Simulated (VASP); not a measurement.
Pt, 2 atoms in the cell. The typed cell holds 2 atoms: a = 3.576 Å, b = 3.576 Å, c = 3.744 Å, α = 90.01°, β = 90.01°, γ = 134.97°. 

* Program: VASP 6.6.1
* Task: single point
* Functional: revPBE
* Potentials or basis: VASP PAW PBE potentials, release 64 (Pt)
* Cutoff: 520 eV
* k mesh: 20 × 20 × 14
* Occupations: fermi-dirac, width 0.1 eV
* Spin: no spin polarisation
* Dipole correction: no
* Further INCAR settings: ALGO = Normal; EDIFF = 1e-07; NBANDS = 17

Potentials or basis: VASP PAW PBE potentials, release 64 (Pt).

Run with:

```sh
$ cat potpaw_PBE.64/Pt/POTCAR > POTCAR
$ mpirun -np 1 vasp_std > vasp.out
```

Hardware: 1 thread of Intel(R) Xeon(R) 6975P-C (Granite Rapids), with other jobs on the host.

Task: Estimate the wall time of this run.

Result: Wall time 5.3 min on 1 thread of Intel(R) Xeon(R) 6975P-C (Granite Rapids), with other jobs on the host, peak memory 0.75 GiB. Counts: scf iterations 13, k points 1482.
